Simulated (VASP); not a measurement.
# BeTe (Fm-3m) in VASP: further runs, part 2 of 2

VASP 6.6.1. Earlier steps stand in the parts before.

### Step 3. Single point, PBE-based screened hybrid with 25 % exact exchange

POSCAR

```
BeTe
1.0
    0.0000000000      2.6803100000      2.6803100000
    2.6803100000      0.0000000000      2.6803100000
    2.6803100000      2.6803100000      0.0000000000
Be Te
1 1
Direct
    0.5000000000      0.5000000000      0.5000000000
    0.0000000000      0.0000000000      0.0000000000
```

INCAR.step1

```
SYSTEM = BeTe
  ALGO = Normal
  EDIFF = 1E-5
  ENCUT = 520
  GGA = PE
  ISIF = 2
  ISMEAR = -1
  LASPH = .True.
  LCHARG = .False.
  LREAL = .False.
  LWAVE = .True.
  NBANDS = 11
  NELM = 60
  PREC = Accurate
  SIGMA = 0.05
```

INCAR.step2

```
SYSTEM = BeTe
  AEXX = 0.25
  ALGO = Normal
  EDIFF = 1E-6
  ENCUT = 520
  GGA = PE
  HFSCREEN = 0.2
  ISIF = 2
  ISMEAR = -1
  ISTART = 1
  LASPH = .True.
  LCHARG = .False.
  LHFCALC = .True.
  LREAL = .False.
  LWAVE = .False.
  NBANDS = 11
  NELM = 60
  PREC = Accurate
  PRECFOCK = Normal
  SIGMA = 0.05
```

KPOINTS

```
k-points
0
Gamma
  5 5 5
  0 0 0
```

Potentials or basis: VASP PAW PBE potentials, release 64 (Be, Te).

The run is started by

```console
> cat potpaw_PBE.64/Be/POTCAR potpaw_PBE.64/Te/POTCAR > POTCAR
> cp INCAR.step1 INCAR
> mpirun -np 1 vasp_std > vasp.out
> cp INCAR.step2 INCAR
> mpirun -np 1 vasp_std > vasp.out
```

OUTCAR:

```text
SYSTEM = BeTe
   AEXX = 0.25
   EDIFF = 1E-6
   ENCUT = 520
   GGA = PE
   HFSCREEN = 0.2
   ISIF = 2
   ISMEAR = -1
   ISTART = 1
   LASPH = .True.
   LHFCALC = .True.
   LREAL = .False.
   NELM = 60
   PREC = Accurate
   PRECFOCK = Normal

 ion  position               nearest neighbor table
   1  0.500  0.500  0.500-   2 2.68   2 2.68   2 2.68   2 2.68   2 2.68   2 2.68
   2  0.000  0.000  0.000-   1 2.68   1 2.68   1 2.68   1 2.68   1 2.68   1 2.68

  LATTYP: Found a face centered cubic cell.
 ALAT       =     5.3606200000

  Lattice vectors:

 A1 = (   0.0000000000,   2.6803100000,   2.6803100000)
 A2 = (   2.6803100000,   0.0000000000,   2.6803100000)
 A3 = (   2.6803100000,   2.6803100000,   0.0000000000)

Analysis of symmetry for initial positions (statically):
=====================================================================
 Subroutine PRICEL returns:
 Original cell was already a primitive cell.

 Routine SETGRP: Setting up the symmetry group for a
 face centered cubic supercell.

 Subroutine GETGRP returns: Found 48 space group operations
 (whereof 48 operations were pure point group operations)
 out of a pool of 48 trial point group operations.

The static configuration has the point symmetry O_h .

Analysis of symmetry for dynamics (positions and initial velocities):
=====================================================================
 Subroutine PRICEL returns:
 Original cell was already a primitive cell.

 Routine SETGRP: Setting up the symmetry group for a
 face centered cubic supercell.

 Subroutine GETGRP returns: Found 48 space group operations
 (whereof 48 operations were pure point group operations)
 out of a pool of 48 trial point group operations.

The dynamic configuration has the point symmetry O_h .

 Subroutine INISYM returns: Found 48 space group operations
 (whereof 48 operations are pure point group operations),
 and found     1 'primitive' translations

----------------------------------------------------------------------------------------

                                     Primitive cell

  volume of cell :      38.5110

  direct lattice vectors                    reciprocal lattice vectors
     0.000000000  2.680310000  2.680310000    -0.186545586  0.186545586  0.186545586
     2.680310000  0.000000000  2.680310000     0.186545586 -0.186545586  0.186545586
     2.680310000  2.680310000  0.000000000     0.186545586  0.186545586 -0.186545586

  length of vectors
     3.790530753  3.790530753  3.790530753     0.323106433  0.323106433  0.323106433

  position of ions in fractional coordinates (direct lattice)
     0.500000000  0.500000000  0.500000000
     0.000000000  0.000000000  0.000000000

  ion indices of the primitive-cell ions
   primitive index   ion index
                 1           1
                 2           2

----------------------------------------------------------------------------------------

 KPOINTS: k-points

Automatic generation of k-mesh.
 Grid dimensions read from file:
 generate k-points for:    5    5    5

 Generating k-lattice:
[... 30 lines left out ...]
   number of dos      NEDOS =    301   number of ions     NIONS =      2
   total plane-waves  NPLWV =  21952
   dimension x,y,z NGX =    28 NGY =   28 NGZ =   28
   dimension x,y,z NGXF=    56 NGYF=   56 NGZF=   56
   ions per type =               1   1
   NGX,Y,Z   is equivalent  to a cutoff of  12.28, 12.28, 12.28 a.u.
   NGXF,Y,Z  is equivalent  to a cutoff of  24.56, 24.56, 24.56 a.u.
 SYSTEM =  BeTe
   PREC   = accura    normal or accurate (medium, high low for compatibility)
   ISTART =      1    job   : 0-new  1-cont  2-samecut
   ICHARG =      0    charge: 1-file 2-atom 10-const
   ISPIN  =      1    spin polarized calculation?
   LNONCOLLINEAR =      F non collinear calculations
   LSORBIT =      F    spin-orbit coupling
   LASPH  =      T    aspherical Exc in radial PAW
   ENCUT  =  520.0 eV  38.22 Ry    6.18 a.u.   7.05  7.05  7.05*2*pi/ulx,y,z
   NELM   =     60;   NELMIN=  2; NELMDL=  0     # of ELM steps
   EDIFF  = 0.1E-05   stopping-criterion for ELM
   LREAL  =      F    real-space projection
   EDIFFG = 0.1E-04   stopping-criterion for IOM
   NSW    =      0    number of steps for IOM
   IBRION =     -1    ionic relax: 0-MD 1-quasi-New 2-CG
   NFREE  =      0    steps in history (QN), initial steepest desc. (CG)
   ISIF   =      2    stress and relaxation
   ISYM   =      3    0-nonsym 1-usesym 2-fastsym
   POTIM  = 0.5000    time-step for ionic-motion
   TEBEG  =    0.0;   TEEND  =   0.0 temperature during run
   PSTRESS=    0.0 pullay stress
   NELECT =       8.0000    total number of electrons
   NUPDOWN=      -1.0000    fix difference up-down
   EMIN   =  10.00;   EMAX   =-10.00  energy-range for DOS
   EFERMI =   0.00;   METHOD = LEGACY
   ISMEAR =    -1;   SIGMA  =   0.05  broadening in eV -4-tet -1-fermi 0-gaus
   EFERMI_NEDOS =   21; number of points for ismear=-14 and -15
   IALGO  =     38    algorithm
   IMIX   =      1    mixing-type and parameters
     AMIX     =   0.40;   BMIX     =  1.00
     AMIX_MAG =   1.60;   BMIX_MAG =  1.00
  volume/ion in A,a.u.               =      19.26       129.94
  Fermi-wavevector in a.u.,A,eV,Ry     =   0.969564  1.832210 12.790215  0.940054
  Thomas-Fermi vector in A             =   2.099627
   LORBIT       =      0    0 simple, 1 ext, 2 COOP (PROOUT), +10 PAW based schemes
   GGA     = PE    functional components
   LHFCALC =     T    Hartree Fock is set to
   PRECFOCK=normal    Normal, Fast or Accurate (Low or Medium for compatibility)
   ENCUT4O =  -1.0   cutoff for four orbital integrals eV
   NKREDX  =     1    reduce k-point grid by
   NKREDY  =     1    reduce k-point grid by
   NKREDZ  =     1    reduce k-point grid by
   AEXX    =    0.2500 exact exchange contribution
   HFSCREEN=    0.2000 screening length (either q_TF or 0.3 A-1)
   HFSCREENC=   0.2000 screening length for correlation (either q_TF or 0.3 A-1)
   ENCUTFOCK=  -1.0 apply spherical cutoff to Coloumb kernel
   IVDW    =     0    specifies the selected vdW correction
   LEPSILON=     F    determine dielectric tensor
   LRPA    =     F    only Hartree local field effects (RPA)
 non-spin polarized calculation
  energy-cutoff  :      520.00
  volume of cell :       38.51
 maximum number of plane-waves:      1047
  NGX = 24; NGY = 24; NGZ = 24

 number of electron       8.0000000 magnetization

 Free energy of the ion-electron system (eV)
  ---------------------------------------------------
  ext. energy  EPLUGINS =         0.00000000
  ---------------------------------------------------
  free energy    TOTEN  =        -7.54923595 eV

  energy without entropy =       -7.54254507  energy(sigma->0) =       -7.54589051

 E-fermi :   7.0497     XC(G=0):  -8.2503

 val. band max:        7.0496468198   @ k =  -0.2000   0.2000   0.0000
 cond. band min:       7.5527865284   @ k =  -0.4000   0.4000   0.0000
 fundamental gap:      0.5031397087
 Fermi energy:         7.0497044914

 k-point     1 :       0.0000    0.0000    0.0000
  band No.  band energies     occupation
      1      -7.7663      2.00000
      2       6.6273      1.99957
      3       6.6273      1.99957
      4       6.6273      1.99957
      5      10.6123      0.00000
      6      14.2856      0.00000
      7      14.2856      0.00000
      8      14.2856      0.00000
      9      14.5365      0.00000
     10      14.5365      0.00000
     11      14.5365      0.00000
[... 113 lines left out ...]
 k-point    10 :      -0.4000    0.4000    0.2000
  band No.  band energies     occupation
      1      -4.9530      2.00000
      2       0.9477      2.00000
      3       2.2229      2.00000
      4       3.4283      2.00000
      5       9.8248      0.00000
      6      11.8097      0.00000
      7      13.9246      0.00000
      8      17.2085      0.00000
      9      17.3404      0.00000
     10      17.6168      0.00000
     11      21.6418      0.00000

------------------------ aborting loop because EDIFF is reached ----------------------------------------

  FORCE on cell =-STRESS in cart. coord.  units (eV):
  Direction    XX          YY          ZZ          XY          YZ          ZX
  --------------------------------------------------------------------------------------
  -------------------------------------------------------------------------------------
  Total       -0.2324638     -0.2324638     -0.2324638     -0.0000000     -0.0000000     -0.0000000
  in kB       -9.6712119     -9.6712119     -9.6712119     -0.0000000     -0.0000000     -0.0000000
  external PRESSURE =      -9.6712119 kB  Pullay stress =       0.0000000 kB

 VOLUME and BASIS-vectors are now :
 -----------------------------------------------------------------------------
  energy-cutoff  :      520.00
  volume of cell :       38.51
      direct lattice vectors                 reciprocal lattice vectors
     0.000000000  2.680310000  2.680310000    -0.186545586  0.186545586  0.186545586
     2.680310000  0.000000000  2.680310000     0.186545586 -0.186545586  0.186545586
     2.680310000  2.680310000  0.000000000     0.186545586  0.186545586 -0.186545586

 POSITION                                       TOTAL-FORCE (eV/Angst)
 -----------------------------------------------------------------------------------
      2.68031      2.68031      2.68031         0.000000     -0.000000     -0.000000
      0.00000      0.00000      0.00000        -0.000000      0.000000      0.000000
 -----------------------------------------------------------------------------------
    total drift:                                0.000000      0.000000     -0.000000

  FREE ENERGIE OF THE ION-ELECTRON SYSTEM (eV)
  ---------------------------------------------------
  free  energy   TOTEN  =        -7.5492359509 eV

  energy  without entropy=       -7.5425450703  energy(sigma->0) =       -7.54589051
```

Wall time 7.5 min (1 thread of AMD EPYC 7R43 (Zen 3), shared host); peak memory 0.24 GiB.

What came out:

```
Free energy            : -7.5492 eV
Pressure               : -1.0 GPa
Band gap on the k mesh : zero (bands 4 and 5 overlap by 0.51 eV)
```

Caveat: the k points lie up to 0.41 Å⁻¹ apart, too coarse for converged energies and pressures of a metal; the PAW data sets were made with another functional, which shifts forces and pressure a little; spin-orbit coupling is left out, which moves the levels of the heavy elements.

The gap in the log of VASP goes by the Fermi energy; the results here count the filled bands.